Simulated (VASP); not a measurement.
# GePt (e600) (Pnma) in VASP: single point with PBE

Aim: the single point of GePt (e600) with PBE.

Everything below comes from runs of VASP 6.6.1. Logs are shortened: lines on timing, memory, paths and dates and some standing lists are left out, and cuts for length are marked.

**1. The cell of the first run**

Symmetry: Pnma, No. 62, orthorhombic system. Conventional cell: a = 5.830 Å, b = 3.744 Å, c = 6.176 Å, α = 90.00°, β = 90.00°, γ = 90.00°. Within 3.3 Å of Ge (site symmetry m) lie 6 Pt at 2.51 to 2.71 Å and 2 Ge at 3.06 Å. Within 3.3 Å of Pt (site symmetry m) lie 6 Ge at 2.51 to 2.71 Å and 4 Pt at 3.00 to 3.02 Å.

**2. Single point, PBE**

Contents of INCAR:

```
PREC = Accurate
ENCUT = 520
EDIFF = 1E-6
ISMEAR = 0
SIGMA = 0.1
LREAL = F
LASPH = T
NELM = 60
ALGO = Normal
ISIF = 2
LWAVE = F
LCHARG = F
GGA = PE
NBANDS = 58
```

Contents of KPOINTS:

```
regular mesh
0
Gamma
  4 6 4
```

Contents of POSCAR:

```
GePt
1.0
    5.8297327889      0.0000000000      0.0000000000
    0.0000000000      3.7438092885      0.0000000000
    0.0000000000      0.0000000000      6.1764682937
Ge Pt
4 4
Direct
    0.1857777333      0.2500000000      0.5878967351
    0.3142222667      0.7500000000      0.0878967351
    0.6857777333      0.2500000000      0.9121032649
    0.8142222667      0.7500000000      0.4121032649
    0.9978339995      0.2500000000      0.1921927086
    0.5021660005      0.7500000000      0.6921927086
    0.4978339995      0.2500000000      0.3078072914
    0.0021660005      0.7500000000      0.8078072914
```

Potentials or basis: VASP PAW PBE potentials, release 64 (Ge_d, Pt).

Started as:

```bash
$ cat potpaw_PBE.64/Ge_d/POTCAR potpaw_PBE.64/Pt/POTCAR > POTCAR
$ mpirun -np 1 vasp_std > vasp.out
```

OUTCAR:

```text
PREC = Accurate
   ENCUT = 520
   EDIFF = 1E-6
   ISMEAR = 0
   LREAL = F
   LASPH = T
   NELM = 60
   ISIF = 2
   GGA = PE

 ion  position               nearest neighbor table
   1  0.186  0.250  0.588-   7 2.51   8 2.55   8 2.55   5 2.68   6 2.71   6 2.71
   2  0.314  0.750  0.088-   8 2.51   7 2.55   7 2.55   6 2.68   5 2.71   5 2.71
   3  0.686  0.250  0.912-   5 2.51   6 2.55   6 2.55   7 2.68   8 2.71   8 2.71
   4  0.814  0.750  0.412-   6 2.51   5 2.55   5 2.55   8 2.68   7 2.71   7 2.71
   5  0.998  0.250  0.192-   3 2.51   4 2.55   4 2.55   1 2.68   2 2.71   2 2.71   7 3.00   7 3.00
                             8 3.02   8 3.02
   6  0.502  0.750  0.692-   4 2.51   3 2.55   3 2.55   2 2.68   1 2.71   1 2.71   8 3.00   8 3.00
                             7 3.02   7 3.02
   7  0.498  0.250  0.308-   1 2.51   2 2.55   2 2.55   3 2.68   4 2.71   4 2.71   5 3.00   5 3.00
                             6 3.02   6 3.02
   8  0.002  0.750  0.808-   2 2.51   1 2.55   1 2.55   4 2.68   3 2.71   3 2.71   6 3.00   6 3.00
                             5 3.02   5 3.02

  LATTYP: Found a simple orthorhombic cell.
 ALAT       =     3.7438092885
 B/A-ratio  =     1.5571660679
 C/A-ratio  =     1.6497817644

  Lattice vectors:

 A1 = (   0.0000000000,  -3.7438092885,   0.0000000000)
 A2 = (   5.8297327889,   0.0000000000,   0.0000000000)
 A3 = (   0.0000000000,   0.0000000000,   6.1764682937)

Analysis of symmetry for initial positions (statically):
=====================================================================
 Subroutine PRICEL returns:
 Original cell was already a primitive cell.

 Routine SETGRP: Setting up the symmetry group for a
 simple orthorhombic supercell.

 Subroutine GETGRP returns: Found  8 space group operations
 (whereof  2 operations were pure point group operations)
 out of a pool of  8 trial point group operations.

The static configuration has the point symmetry S_2 .
 The point group associated with its full space group is D_2h.

Analysis of symmetry for dynamics (positions and initial velocities):
=====================================================================
 Subroutine PRICEL returns:
 Original cell was already a primitive cell.

 Routine SETGRP: Setting up the symmetry group for a
 simple orthorhombic supercell.

 Subroutine GETGRP returns: Found  8 space group operations
 (whereof  2 operations were pure point group operations)
 out of a pool of  8 trial point group operations.

The dynamic configuration has the point symmetry S_2 .
 The point group associated with its full space group is D_2h.

 Subroutine INISYM returns: Found  8 space group operations
 (whereof  2 operations are pure point group operations),
 and found     1 'primitive' translations

----------------------------------------------------------------------------------------

                                     Primitive cell

  volume of cell :     134.8039

  direct lattice vectors                    reciprocal lattice vectors
     5.829732789  0.000000000  0.000000000     0.171534449  0.000000000  0.000000000
     0.000000000  3.743809289  0.000000000     0.000000000  0.267107623  0.000000000
     0.000000000  0.000000000  6.176468294     0.000000000  0.000000000  0.161904822

  length of vectors
     5.829732789  3.743809289  6.176468294     0.171534449  0.267107623  0.161904822

  position of ions in fractional coordinates (direct lattice)
     0.185777733  0.250000000  0.587896735
     0.314222267  0.750000000  0.087896735
     0.685777733  0.250000000  0.912103265
     0.814222267  0.750000000  0.412103265
     0.997834000  0.250000000  0.192192709
     0.502166000  0.750000000  0.692192709
     0.497834000  0.250000000  0.307807291
     0.002166000  0.750000000  0.807807291

  ion indices of the primitive-cell ions
   primitive index   ion index
                 1           1
                 2           2
                 3           3
                 4           4
                 5           5
                 6           6
                 7           7
                 8           8

----------------------------------------------------------------------------------------

 KPOINTS: regular mesh

Automatic generation of k-mesh.
 Grid dimensions read from file:
 generate k-points for:    4    6    4

 Generating k-lattice:

  Cartesian coordinates                     Fractional coordinates (reciprocal lattice)
     0.042883612  0.000000000  0.000000000     0.250000000  0.000000000  0.000000000
     0.000000000  0.044517937  0.000000000     0.000000000  0.166666667  0.000000000
     0.000000000  0.000000000  0.040476206     0.000000000  0.000000000  0.250000000

  Length of vectors
     0.042883612  0.044517937  0.040476206

  Shift w.r.t. Gamma in fractional coordinates (k-lattice)
     0.000000000  0.000000000  0.000000000

 Subroutine IBZKPT returns following result:
 ===========================================

 Found     36 irreducible k-points:

 Following reciprocal coordinates:
            Coordinates               Weight
  0.000000  0.000000  0.000000      1.000000
  0.250000  0.000000  0.000000      2.000000
  0.500000  0.000000  0.000000      1.000000
  0.000000  0.166667  0.000000      2.000000
  0.250000  0.166667  0.000000      4.000000
  0.500000  0.166667  0.000000      2.000000
[... 16 lines left out ...]
  0.250000  0.500000  0.250000      4.000000
  0.500000  0.500000  0.250000      2.000000
 [... further k-points ...]
   k-points           NKPTS =     36   k-points in BZ     NKDIM =     36   number of bands    NBANDS=     58
   number of dos      NEDOS =    301   number of ions     NIONS =      8
   total plane-waves  NPLWV =  64512
   dimension x,y,z NGX =    48 NGY =   28 NGZ =   48
   dimension x,y,z NGXF=    96 NGYF=   56 NGZF=   96
   ions per type =               4   4
   NGX,Y,Z   is equivalent  to a cutoff of  13.69, 12.43, 12.92 a.u.
   NGXF,Y,Z  is equivalent  to a cutoff of  27.38, 24.87, 25.84 a.u.
 SYSTEM =  unknown system
   PREC   = accura    normal or accurate (medium, high low for compatibility)
   ISTART =      0    job   : 0-new  1-cont  2-samecut
   ICHARG =      2    charge: 1-file 2-atom 10-const
   ISPIN  =      1    spin polarized calculation?
   LNONCOLLINEAR =      F non collinear calculations
   LSORBIT =      F    spin-orbit coupling
   LASPH  =      T    aspherical Exc in radial PAW
   ENCUT  =  520.0 eV  38.22 Ry    6.18 a.u.  10.84  6.96 11.48*2*pi/ulx,y,z
   NELM   =     60;   NELMIN=  2; NELMDL= -5     # of ELM steps
   EDIFF  = 0.1E-05   stopping-criterion for ELM
   LREAL  =      F    real-space projection
   EDIFFG = 0.1E-04   stopping-criterion for IOM
   NSW    =      0    number of steps for IOM
   IBRION =     -1    ionic relax: 0-MD 1-quasi-New 2-CG
   NFREE  =      0    steps in history (QN), initial steepest desc. (CG)
   ISIF   =      2    stress and relaxation
   ISYM   =      2    0-nonsym 1-usesym 2-fastsym
   POTIM  = 0.5000    time-step for ionic-motion
   TEBEG  =    0.0;   TEEND  =   0.0 temperature during run
   PSTRESS=    0.0 pullay stress
   NELECT =      96.0000    total number of electrons
   NUPDOWN=      -1.0000    fix difference up-down
   EMIN   =  10.00;   EMAX   =-10.00  energy-range for DOS
   EFERMI =   0.00;   METHOD = LEGACY
   ISMEAR =     0;   SIGMA  =   0.10  broadening in eV -4-tet -1-fermi 0-gaus
   EFERMI_NEDOS =   21; number of points for ismear=-14 and -15
   IALGO  =     38    algorithm
   IMIX   =      4    mixing-type and parameters
     AMIX     =   0.40;   BMIX     =  1.00
     AMIX_MAG =   1.60;   BMIX_MAG =  1.00
  volume/ion in A,a.u.               =      16.85       113.71
  Fermi-wavevector in a.u.,A,eV,Ry     =   1.461945  2.762676 29.079505  2.137283
  Thomas-Fermi vector in A             =   2.578217
   LORBIT       =      0    0 simple, 1 ext, 2 COOP (PROOUT), +10 PAW based schemes
   GGA     = PE    functional components
   LHFCALC =     F    Hartree Fock is set to
   AEXX    =    0.0000 exact exchange contribution
   IVDW    =     0    specifies the selected vdW correction
   LEPSILON=     F    determine dielectric tensor
   LRPA    =     F    only Hartree local field effects (RPA)
 non-spin polarized calculation
 Gauss-broadening in eV      SIGMA  =   0.10
  energy-cutoff  :      520.00
  volume of cell :      134.80
 maximum number of plane-waves:      3676
 NGX is ok and might be reduce to    48
   NGX = 21   NGY = 13   NGZ = 23

 number of electron      95.9999960 magnetization

 Free energy of the ion-electron system (eV)
  ---------------------------------------------------
  ext. energy  EPLUGINS =         0.00000000
  ---------------------------------------------------
  free energy    TOTEN  =       -46.20121994 eV

  energy without entropy =      -46.18595688  energy(sigma->0) =      -46.19358841

 E-fermi :   9.1028     XC(G=0): -12.2231

 val. band max:        9.0954409695   @ k =   0.5000   0.1667   0.2500
 cond. band min:       9.1173062527   @ k =   0.0000   0.5000   0.2500
 fundamental gap:      0.0218652832
 Fermi energy:         9.1028223996

 k-point     1 :       0.0000    0.0000    0.0000
  band No.  band energies     occupation
      1     -16.0059      2.00000
      2     -15.9989      2.00000
      3     -15.9987      2.00000
      4     -15.9959      2.00000
      5     -15.9852      2.00000
      6     -15.9750      2.00000
[... 50 lines left out ...]
     57      14.1773      0.00000
     58      14.5530      0.00000

 k-point     2 :       0.2500    0.0000    0.0000
  band No.  band energies     occupation
      1     -16.0046      2.00000
      2     -15.9995      2.00000
      3     -15.9978      2.00000
      4     -15.9957      2.00000
      5     -15.9842      2.00000
      6     -15.9769      2.00000
[... 50 lines left out ...]
     57      14.0808      0.00000
     58      14.6662      0.00000

 k-point     3 :       0.5000    0.0000    0.0000
  band No.  band energies     occupation
      1     -16.0019      2.00000
      2     -16.0019      2.00000
      3     -15.9961      2.00000
      4     -15.9961      2.00000
      5     -15.9811      2.00000
      6     -15.9811      2.00000
[... 1216 lines left out ...]
      3     -15.9944      2.00000
      4     -15.9944      2.00000
      5     -15.9793      2.00000
      6     -15.9793      2.00000
[... 50 lines left out ...]
     57      14.9161      0.00000
     58      14.9163      0.00000

 k-point    24 :       0.5000    0.5000    0.2500
  band No.  band energies     occupation
      1     -15.9942      2.00000
      2     -15.9942      2.00000
      3     -15.9942      2.00000
      4     -15.9942      2.00000
      5     -15.9763      2.00000
      6     -15.9763      2.00000
[... 50 lines left out ...]
     57      14.1900      0.00000
     58      14.1900      0.00000

 [... further k-points ...]
[... 5 lines left out ...]
  --------------------------------------------------------------------------------------
  -------------------------------------------------------------------------------------
  Total        0.0746141      0.0985342      0.0050746      0.0000000      0.0000000      0.0000000
  in kB        0.8868064      1.1711023      0.0603124      0.0000000      0.0000000      0.0000000
  external PRESSURE =       0.7060737 kB  Pullay stress =       0.0000000 kB

 VOLUME and BASIS-vectors are now :
 -----------------------------------------------------------------------------
  energy-cutoff  :      520.00
  volume of cell :      134.80
      direct lattice vectors                 reciprocal lattice vectors
     5.829732789  0.000000000  0.000000000     0.171534449  0.000000000  0.000000000
     0.000000000  3.743809289  0.000000000     0.000000000  0.267107623  0.000000000
     0.000000000  0.000000000  6.176468294     0.000000000  0.000000000  0.161904822

 POSITION                                       TOTAL-FORCE (eV/Angst)
 -----------------------------------------------------------------------------------
      1.08303      0.93595      3.63113        -0.006829     -0.000000     -0.013466
      1.83183      2.80786      0.54289         0.006829      0.000000     -0.013466
      3.99790      0.93595      5.63358        -0.006829     -0.000000      0.013466
      4.74670      2.80786      2.54534         0.006829      0.000000      0.013466
      5.81711      0.93595      1.18707         0.014144     -0.000000      0.003230
      2.92749      2.80786      4.27531        -0.014144     -0.000000      0.003230
      2.90224      0.93595      1.90116         0.014144      0.000000     -0.003230
      0.01263      2.80786      4.98940        -0.014144     -0.000000     -0.003230
 -----------------------------------------------------------------------------------
    total drift:                               -0.000000     -0.000000      0.000000

  FREE ENERGIE OF THE ION-ELECTRON SYSTEM (eV)
  ---------------------------------------------------
  free  energy   TOTEN  =       -46.2012199376 eV

  energy  without entropy=      -46.1859568800  energy(sigma->0) =      -46.19358841
```

Run time: 4 min. Hardware: 1 thread of Intel Xeon 6975P-C, shared host; peak memory 0.37 GiB.

Results:

```yaml
Free_energy: -46.2012 eV
Pressure: 0.1 GPa
Largest_force: 0.015 eV/Å
Band_gap_on_the_k_mesh: zero (band 48 reaches 9.81 eV, above the bottom of band 49 at 8.65 eV)
```

Forces in eV/Å, atoms in the order of the input:
```
Ge  -0.007  0.000 -0.013
Ge   0.007  0.000 -0.013
Ge  -0.007  0.000  0.013
Ge   0.007  0.000  0.013
Pt   0.014  0.000  0.003
Pt  -0.014  0.000  0.003
Pt   0.014  0.000 -0.003
Pt  -0.014  0.000 -0.003
```

Levels at points of the mesh, in eV from the Fermi level:
```tsv
k point	band 46	band 47	band 48	band 49	band 50	band 51
(0.00, 0.00, 0.00)	-1.36	-1.28	-0.90	0.64	0.79	3.02
(0.50, 0.00, 0.00)	-2.35	-0.02	-0.02	1.36	1.36	2.24
(0.00, 0.50, 0.00)	-2.40	-1.51	-1.51	-0.14	-0.14	2.03
(0.50, 0.50, 0.00)	-1.79	-1.79	-1.79	0.58	0.58	0.58
(0.00, 0.00, 0.50)	-1.75	-0.01	-0.01	1.13	1.13	1.81
(0.50, 0.00, 0.50)	-1.30	0.70	0.70	1.73	1.73	2.65
(0.00, 0.50, 0.50)	-2.35	-2.04	-2.04	0.48	0.48	0.97
(0.50, 0.50, 0.50)	-2.34	-2.34	-2.34	2.40	2.40	2.40
```

Caveat: spin-orbit coupling is left out, which moves the levels of the heavy elements.
